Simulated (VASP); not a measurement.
Set up this calculation in VASP 6.6.1, as the native input.

```yaml
Task: single point
Functional: LDA
Potentials_or_basis: VASP PAW LDA potentials, release 64 (Al, N)
Cutoff: 520 eV
k_mesh: 8 × 6 × 4
Occupations: gaussian, width 0.05 eV
Spin: no spin polarisation
Dipole_correction: no
Further_INCAR_settings: ALGO = Normal; EDIFF = 1e-06; NBANDS = 26
```

The structure of AlN lies in POSCAR:

```
AlN
1.0
   -1.6378403119      2.8368226349      0.0000000000
    0.0000000000      0.0000000000      4.1006264518
    4.9135209358      2.8368226349      0.0000000000
Al N
4 4
Direct
    0.5554231688      0.7500000000      0.2860869984
    1.0000000000      0.7500000000      0.6666666667
    0.0000000000      0.2500000000      0.3333333333
    0.5000000000      0.2500000000      0.8333333333
    0.5000000000      0.2500000000      0.1666666667
    1.0000000000      0.2500000000      0.6666666667
    0.0000000000      0.7500000000      0.3333333333
    0.5000000000      0.7500000000      0.8333333333
```

This cell differs from its parent crystal: atom 1 (Al) moved by +0.496 Å along [1 0 0] and +0.496 Å along [1 2 0].

These files were run (other wordings do the same):

INCAR

```
SYSTEM = AlN
PREC = Accurate
ENCUT = 520
EDIFF = 1E-6
ISMEAR = 0
SIGMA = 0.05
LREAL = .False.
LASPH = .True.
NELM = 60
ALGO = Normal
ISIF = 2
LWAVE = .False.
LCHARG = .False.
GGA = CA
NBANDS = 26
```

KPOINTS

```
Automatic mesh
0
Gamma
  8 6 4
  0 0 0
```

Potentials or basis: VASP PAW LDA potentials, release 64 (Al, N).

The run is started by

```bash
$ cat potpaw_LDA.64/Al/POTCAR potpaw_LDA.64/N/POTCAR > POTCAR
$ mpirun -np 1 vasp_std > vasp.out
```

Results of the run:

| Property | Result |
| --- | --- |
| Pressure | 16.4 GPa |
| Largest force | 16.171 eV/Å |
| Band gap on the k mesh | 2.28 eV |

Caveat: the cell differs from its parent crystal (atom 1 (Al) moved by +0.496 Å along [1 0 0] and +0.496 Å along [1 2 0]); the stress differs along the axes, from 2 to 44 GPa; forces of over 1 eV/Å act on the atoms, so gaps and moduli don't describe the material at rest.

It took 53 s on 1 thread of AMD EPYC 9R45 96-Core Processor (Zen 5), with other jobs on the host, peak memory 0.19 GiB.
